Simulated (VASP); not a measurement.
Mg, 3 atoms in the cell. It takes space group R-3m (No. 166, trigonal). Conventional cell: a = 3.184 Å, b = 3.184 Å, c = 22.396 Å, α = 90.00°, β = 90.00°, γ = 120.00°. Within 3.8 Å of Mg (site symmetry -3m) lie 12 Mg at 2.87 to 3.18 Å. Mg (site symmetry 3m) has 12 Mg at 2.87 to 3.58 Å within 3.8 Å.  This cell differs from its parent crystal: strained and its atoms moved.

* Program: VASP 6.6.1
* Task: single point
* Functional: PBE
* Potentials or basis: VASP PAW PBE potentials, release 64 (Mg)
* Cutoff: 520 eV
* k mesh: 15 × 15 × 15
* Occupations: gaussian, width 0.1 eV
* Spin: no spin polarisation
* Dipole correction: no
* Further INCAR settings: ALGO = Normal; EDIFF = 1e-06; NBANDS = 10

Potentials or basis: VASP PAW PBE potentials, release 64 (Mg).

Run with:

```console
$ cat potpaw_PBE.64/Mg/POTCAR > POTCAR
$ mpirun -np 1 vasp_std > vasp.out
```

Hardware: 1 thread of AMD EPYC 7R43 64-Core Processor (Zen 3), on a shared host.

Q: Estimate the wall time of this run.

A: It took 15 min on 1 thread of AMD EPYC 7R43 64-Core Processor (Zen 3), on a shared host, peak memory 0.54 GiB. Counts: scf iterations 11, k points 344.
